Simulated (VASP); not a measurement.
# Pb (Fd-3m) in VASP: notebook

Pb is run at these levels: r2SCAN; tasks: single point.

Everything below comes from runs of VASP 6.6.1. Logs are shortened: lines on timing, memory, paths and dates and some standing lists are left out, and cuts for length are marked.

### 1 The cell of the first run

It takes space group Fd-3m (No. 227, cubic). Conventional cell: a = 6.969 Å, b = 6.969 Å, c = 6.969 Å, α = 90.00°, β = 90.00°, γ = 90.00°. Pb (site symmetry -43m) has 4 Pb at 3.02 Å within 4.0 Å.

This isn't the form of Pb at room conditions, which is fcc.

### 2 Single point, r2SCAN

File POSCAR:

```
Pb
1.0
    0.0000000000      3.4842552460      3.4842552460
    3.4842552460      0.0000000000      3.4842552460
    3.4842552460      3.4842552460      0.0000000000
Pb
2
Direct
    0.2500000000      0.2500000000      0.2500000000
    0.0000000000      0.0000000000      0.0000000000
```

File INCAR.step1:

```
ALGO     = Normal         # electronic algorithm
EDIFF    = 1E-4           # SCF threshold, eV
ENCUT    = 520            # plane-wave cutoff, eV
GGA      = PE             # functional
ISMEAR   = -1             # smearing method
LASPH    = True           # aspherical terms in the spheres
LCHARG   = False          # write CHGCAR
LREAL    = False          # projectors in reciprocal space
LWAVE    = True           # write WAVECAR
NBANDS   = 21             # bands
NELM     = 80             # most SCF steps
PREC     = Accurate       # precision mode
SIGMA    = 0.05           # smearing width, eV
```

File INCAR.step2:

```
ALGO     = Normal         # electronic algorithm
EDIFF    = 1E-6           # SCF threshold, eV
ENCUT    = 520            # plane-wave cutoff, eV
ISIF     = 2              # what is computed and relaxed
ISMEAR   = -1             # smearing method
ISTART   = 1            
LASPH    = True           # aspherical terms in the spheres
LCHARG   = False          # write CHGCAR
LMIXTAU  = True         
LREAL    = False          # projectors in reciprocal space
LWAVE    = False          # write WAVECAR
METAGGA  = R2SCAN         # meta-GGA
NBANDS   = 21             # bands
NELM     = 80             # most SCF steps
PREC     = Accurate       # precision mode
SIGMA    = 0.05           # smearing width, eV
```

File KPOINTS:

```
k-points
0
Gamma
  7 7 7
```

Potentials or basis: VASP PAW PBE potentials, release 64 (Pb_d).

Command:

```
cat potpaw_PBE.64/Pb_d/POTCAR > POTCAR
cp INCAR.step1 INCAR
mpirun -np 1 vasp_std > vasp.out
cp INCAR.step2 INCAR
mpirun -np 1 vasp_std > vasp.out
```

OUTCAR:

```text
EDIFF = 1E-6
   ENCUT = 520
   ISIF = 2
   ISMEAR = -1
   ISTART = 1
   LASPH = True
   LREAL = False
   METAGGA = R2SCAN
   NELM = 80
   PREC = Accurate

 ion  position               nearest neighbor table
   1  0.250  0.250  0.250-   2 3.02   2 3.02   2 3.02   2 3.02
   2  0.000  0.000  0.000-   1 3.02   1 3.02   1 3.02   1 3.02

  LATTYP: Found a face centered cubic cell.
 ALAT       =     6.9685104920

  Lattice vectors:

 A1 = (   0.0000000000,   3.4842552460,   3.4842552460)
 A2 = (   3.4842552460,   0.0000000000,   3.4842552460)
 A3 = (   3.4842552460,   3.4842552460,   0.0000000000)

Analysis of symmetry for initial positions (statically):
=====================================================================
 Subroutine PRICEL returns:
 Original cell was already a primitive cell.

 Routine SETGRP: Setting up the symmetry group for a
 face centered cubic supercell.

 Subroutine GETGRP returns: Found 48 space group operations
 (whereof 24 operations were pure point group operations)
 out of a pool of 48 trial point group operations.

The static configuration has the point symmetry T_d .
 The point group associated with its full space group is O_h .

Analysis of symmetry for dynamics (positions and initial velocities):
=====================================================================
 Subroutine PRICEL returns:
 Original cell was already a primitive cell.

 Routine SETGRP: Setting up the symmetry group for a
 face centered cubic supercell.

 Subroutine GETGRP returns: Found 48 space group operations
 (whereof 24 operations were pure point group operations)
 out of a pool of 48 trial point group operations.

The dynamic configuration has the point symmetry T_d .
 The point group associated with its full space group is O_h .

 Subroutine INISYM returns: Found 48 space group operations
 (whereof 24 operations are pure point group operations),
 and found     1 'primitive' translations

----------------------------------------------------------------------------------------

                                     Primitive cell

  volume of cell :      84.5980

  direct lattice vectors                    reciprocal lattice vectors
     0.000000000  3.484255246  3.484255246    -0.143502690  0.143502690  0.143502690
     3.484255246  0.000000000  3.484255246     0.143502690 -0.143502690  0.143502690
     3.484255246  3.484255246  0.000000000     0.143502690  0.143502690 -0.143502690

  length of vectors
     4.927481024  4.927481024  4.927481024     0.248553950  0.248553950  0.248553950

  position of ions in fractional coordinates (direct lattice)
     0.250000000  0.250000000  0.250000000
     0.000000000  0.000000000  0.000000000

  ion indices of the primitive-cell ions
   primitive index   ion index
                 1           1
                 2           2

----------------------------------------------------------------------------------------

 KPOINTS: k-points

Automatic generation of k-mesh.
 Grid dimensions read from file:
 generate k-points for:    7    7    7

 Generating k-lattice:

  Cartesian coordinates                     Fractional coordinates (reciprocal lattice)
    -0.020500384  0.020500384  0.020500384     0.142857143  0.000000000  0.000000000
     0.020500384 -0.020500384  0.020500384     0.000000000  0.142857143  0.000000000
     0.020500384  0.020500384 -0.020500384     0.000000000  0.000000000  0.142857143

  Length of vectors
     0.035507707  0.035507707  0.035507707

  Shift w.r.t. Gamma in fractional coordinates (k-lattice)
     0.000000000  0.000000000  0.000000000

 Subroutine IBZKPT returns following result:
 ===========================================

 Found     20 irreducible k-points:

 Following reciprocal coordinates:
            Coordinates               Weight
  0.000000  0.000000  0.000000      1.000000
  0.142857  0.000000  0.000000      8.000000
  0.285714  0.000000  0.000000      8.000000
  0.428571  0.000000  0.000000      8.000000
  0.142857  0.142857  0.000000      6.000000
  0.285714  0.142857  0.000000     24.000000
[... 12 lines left out ...]
 -0.428571  0.428571  0.142857     24.000000
 -0.285714  0.428571  0.142857     24.000000
   k-points           NKPTS =     20   k-points in BZ     NKDIM =     20   number of bands    NBANDS=     21
   number of dos      NEDOS =    301   number of ions     NIONS =      2
   total plane-waves  NPLWV =  64000
   dimension x,y,z NGX =    40 NGY =   40 NGZ =   40
   dimension x,y,z NGXF=    80 NGYF=   80 NGZF=   80
   ions per type =               2
   NGX,Y,Z   is equivalent  to a cutoff of  13.50, 13.50, 13.50 a.u.
   NGXF,Y,Z  is equivalent  to a cutoff of  26.99, 26.99, 26.99 a.u.
 SYSTEM =  unknown system
   PREC   = accura    normal or accurate (medium, high low for compatibility)
   ISTART =      1    job   : 0-new  1-cont  2-samecut
   ICHARG =      0    charge: 1-file 2-atom 10-const
   ISPIN  =      1    spin polarized calculation?
   LNONCOLLINEAR =      F non collinear calculations
   LSORBIT =      F    spin-orbit coupling
   LASPH  =      T    aspherical Exc in radial PAW
   ENCUT  =  520.0 eV  38.22 Ry    6.18 a.u.   9.16  9.16  9.16*2*pi/ulx,y,z
   NELM   =     80;   NELMIN=  2; NELMDL=  0     # of ELM steps
   EDIFF  = 0.1E-05   stopping-criterion for ELM
   LREAL  =      F    real-space projection
   EDIFFG = 0.1E-04   stopping-criterion for IOM
   NSW    =      0    number of steps for IOM
   IBRION =     -1    ionic relax: 0-MD 1-quasi-New 2-CG
   NFREE  =      0    steps in history (QN), initial steepest desc. (CG)
   ISIF   =      2    stress and relaxation
   ISYM   =      2    0-nonsym 1-usesym 2-fastsym
   POTIM  = 0.5000    time-step for ionic-motion
   TEBEG  =    0.0;   TEEND  =   0.0 temperature during run
   PSTRESS=    0.0 pullay stress
   NELECT =      28.0000    total number of electrons
   NUPDOWN=      -1.0000    fix difference up-down
   EMIN   =  10.00;   EMAX   =-10.00  energy-range for DOS
   EFERMI =   0.00;   METHOD = LEGACY
   ISMEAR =    -1;   SIGMA  =   0.05  broadening in eV -4-tet -1-fermi 0-gaus
   EFERMI_NEDOS =   21; number of points for ismear=-14 and -15
   IALGO  =     38    algorithm
   IMIX   =      4    mixing-type and parameters
     AMIX     =   0.40;   BMIX     =  1.00
     AMIX_MAG =   1.60;   BMIX_MAG =  1.00
  volume/ion in A,a.u.               =      42.30       285.45
  Fermi-wavevector in a.u.,A,eV,Ry     =   1.132420  2.139964 17.447773  1.282375
  Thomas-Fermi vector in A             =   2.269121
   LORBIT       =      0    0 simple, 1 ext, 2 COOP (PROOUT), +10 PAW based schemes
   METAGGA = R2SCAN    functional components
   LHFCALC =     F    Hartree Fock is set to
   AEXX    =    0.0000 exact exchange contribution
   IVDW    =     0    specifies the selected vdW correction
   LEPSILON=     F    determine dielectric tensor
   LRPA    =     F    only Hartree local field effects (RPA)
 non-spin polarized calculation
  energy-cutoff  :      520.00
  volume of cell :       84.60
 maximum number of plane-waves:      2293
 NGX is ok and might be reduce to    40
   NGX = 19   NGY = 19   NGZ = 19

 number of electron      27.9999998 magnetization

 Free energy of the ion-electron system (eV)
  ---------------------------------------------------
  ext. energy  EPLUGINS =         0.00000000
  ---------------------------------------------------
  free energy    TOTEN  =      -112.20630277 eV

  energy without entropy =     -112.20049097  energy(sigma->0) =     -112.20339687

 E-fermi :   3.8367     XC(G=0):  -8.8770

 val. band max:        3.7890905672   @ k =  -0.1429   0.1429   0.0000
 cond. band min:       3.8968169599   @ k =   0.1429   0.0000   0.0000
 fundamental gap:      0.1077263926
 Fermi energy:         3.8366785837

 k-point     1 :       0.0000    0.0000    0.0000
  band No.  band energies     occupation
      1     -13.8610      2.00000
      2     -13.8610      2.00000
      3     -13.8610      2.00000
      4     -13.7852      2.00000
      5     -13.7852      2.00000
      6     -13.3713      2.00000
[... 13 lines left out ...]
     20      12.2734      0.00000
     21      12.2734      0.00000

 k-point     2 :       0.1429    0.0000    0.0000
  band No.  band energies     occupation
      1     -13.8789      2.00000
      2     -13.8789      2.00000
      3     -13.8566      2.00000
      4     -13.7592      2.00000
      5     -13.7592      2.00000
      6     -13.4000      2.00000
[... 13 lines left out ...]
     20      11.4559      0.00000
     21      11.4559      0.00000

 k-point     3 :       0.2857    0.0000    0.0000
  band No.  band energies     occupation
      1     -13.8992      2.00000
      2     -13.8992      2.00000
      3     -13.8464      2.00000
      4     -13.7233      2.00000
      5     -13.7233      2.00000
      6     -13.4290      2.00000
[... 13 lines left out ...]
     20      11.4166      0.00000
     21      11.4166      0.00000

 k-point     4 :       0.4286    0.0000    0.0000
  band No.  band energies     occupation
      1     -13.9076      2.00000
      2     -13.9076      2.00000
      3     -13.8377      2.00000
      4     -13.7057      2.00000
      5     -13.7057      2.00000
      6     -13.4405      2.00000
[... 13 lines left out ...]
     20      12.3245      0.00000
     21      12.3245      0.00000

 k-point     5 :       0.1429    0.1429    0.0000
  band No.  band energies     occupation
      1     -13.8761      2.00000
      2     -13.8753      2.00000
      3     -13.8753      2.00000
      4     -13.7631      2.00000
      5     -13.7313      2.00000
      6     -13.4563      2.00000
[... 13 lines left out ...]
     20      10.3063      0.00000
     21      12.7498      0.00000
[... 286 lines left out ...]
     20      11.8005      0.00000
     21      12.6249      0.00000

 k-point    18 :      -0.4286    0.2857    0.1429
  band No.  band energies     occupation
      1     -13.9484      2.00000
      2     -13.9294      2.00000
      3     -13.7736      2.00000
      4     -13.6642      2.00000
      5     -13.6222      2.00000
      6     -13.5671      2.00000
[... 13 lines left out ...]
     20      12.1925      0.00000
     21      12.7399      0.00000

 k-point    19 :      -0.4286    0.4286    0.1429
  band No.  band energies     occupation
      1     -13.9424      2.00000
      2     -13.9396      2.00000
      3     -13.7635      2.00000
      4     -13.6702      2.00000
      5     -13.6165      2.00000
      6     -13.5442      2.00000
[... 13 lines left out ...]
     20      12.4581      0.00000
     21      13.8736      0.00000

 k-point    20 :      -0.2857    0.4286    0.1429
  band No.  band energies     occupation
      1     -13.9576      2.00000
      2     -13.9408      2.00000
      3     -13.7322      2.00000
      4     -13.6413      2.00000
      5     -13.6037      2.00000
      6     -13.5617      2.00000
[... 13 lines left out ...]
     20      12.6985      0.00000
     21      13.7957      0.00000

------------------------ aborting loop because EDIFF is reached ----------------------------------------

  FORCE on cell =-STRESS in cart. coord.  units (eV):
  Direction    XX          YY          ZZ          XY          YZ          ZX
  --------------------------------------------------------------------------------------
  -------------------------------------------------------------------------------------
  Total       -0.1081744     -0.1081744     -0.1081744      0.0000000     -0.0000000      0.0000000
  in kB       -2.0486851     -2.0486851     -2.0486851      0.0000000     -0.0000000      0.0000000
  external PRESSURE =      -2.0486851 kB  Pullay stress =       0.0000000 kB

 VOLUME and BASIS-vectors are now :
 -----------------------------------------------------------------------------
  energy-cutoff  :      520.00
  volume of cell :       84.60
      direct lattice vectors                 reciprocal lattice vectors
     0.000000000  3.484255246  3.484255246    -0.143502690  0.143502690  0.143502690
     3.484255246  0.000000000  3.484255246     0.143502690 -0.143502690  0.143502690
     3.484255246  3.484255246  0.000000000     0.143502690  0.143502690 -0.143502690

 POSITION                                       TOTAL-FORCE (eV/Angst)
 -----------------------------------------------------------------------------------
      1.74213      1.74213      1.74213         0.000000      0.000000      0.000000
      0.00000      0.00000      0.00000        -0.000000     -0.000000     -0.000000
 -----------------------------------------------------------------------------------
    total drift:                               -0.000000     -0.000000      0.000000

  FREE ENERGIE OF THE ION-ELECTRON SYSTEM (eV)
  ---------------------------------------------------
  free  energy   TOTEN  =      -112.2063027733 eV

  energy  without entropy=     -112.2004909742  energy(sigma->0) =     -112.20339687
```

Run time: 4 min. Hardware: 1 thread of Intel Xeon 8259CL, shared host; peak memory 0.26 GiB.

What came out:

| Item | Value |
| --- | --- |
| Free energy | -112.2063 eV |
| Pressure | -0.2 GPa |
| Band gap on the k mesh | zero (bands 14 and 15 overlap by 1.10 eV) |

Caveat: the PAW data sets were made with another functional, which shifts forces and pressure a little; spin-orbit coupling is left out, which moves the levels of the heavy elements.

### 3 Single point, r2SCAN

This run uses another cell than the first one, of 43.11 Å³/atom.

File POSCAR:

```
Pb
1.0
    0.0000000000      3.5064485529      3.5064485529
    3.5064485529      0.0000000000      3.5064485529
    3.5064485529      3.5064485529      0.0000000000
Pb
2
Direct
    0.2500000000      0.2500000000      0.2500000000
    0.0000000000      0.0000000000      0.0000000000
```

File INCAR.step1:

```
PREC = Accurate
ENCUT = 520
ISMEAR = -1
SIGMA = 0.05
LREAL = False
LASPH = True
NELM = 80
NBANDS = 21
GGA = PE
ALGO = Normal
EDIFF = 1E-4
LWAVE = True
LCHARG = False
```

File INCAR.step2:

```
PREC = Accurate
ENCUT = 520
EDIFF = 1E-6
ISMEAR = -1
SIGMA = 0.05
LREAL = False
LASPH = True
NELM = 80
ALGO = Normal
ISIF = 2
LWAVE = False
LCHARG = False
METAGGA = R2SCAN
LMIXTAU = True
NBANDS = 21
ISTART = 1
```

File KPOINTS:

```
Automatic mesh
0
Gamma
  7 7 7
```

Potentials or basis: VASP PAW PBE potentials, release 64 (Pb_d).

Command:

```
cat potpaw_PBE.64/Pb_d/POTCAR > POTCAR
cp INCAR.step1 INCAR
mpirun -np 1 vasp_std > vasp.out
cp INCAR.step2 INCAR
mpirun -np 1 vasp_std > vasp.out
```

Run time: 3.6 min. Hardware: 1 thread of Intel Xeon 8259CL, shared host; peak memory 0.26 GiB.

The run converged. Its results:

- Free energy: -112.2021 eV
- Pressure: -0.7 GPa
- Band gap on the k mesh: zero (bands 14 and 15 overlap by 1.07 eV)

Levels at points of the mesh, in eV from the Fermi level:
| k point | band 10 | band 11 | band 12 | band 13 | band 14 | band 15 | band 16 | band 17 | band 18 | band 19 |
| --- | --- | --- | --- | --- | --- | --- | --- | --- | --- | --- |
| (0.00, 0.00, 0.00) | -17.17 | -11.27 | -4.19 | 0.37 | 0.37 | 0.37 | 2.53 | 2.53 | 2.53 | 4.40 |

Caveat: the PAW data sets were made with another functional, which shifts forces and pressure a little; spin-orbit coupling is left out, which moves the levels of the heavy elements.
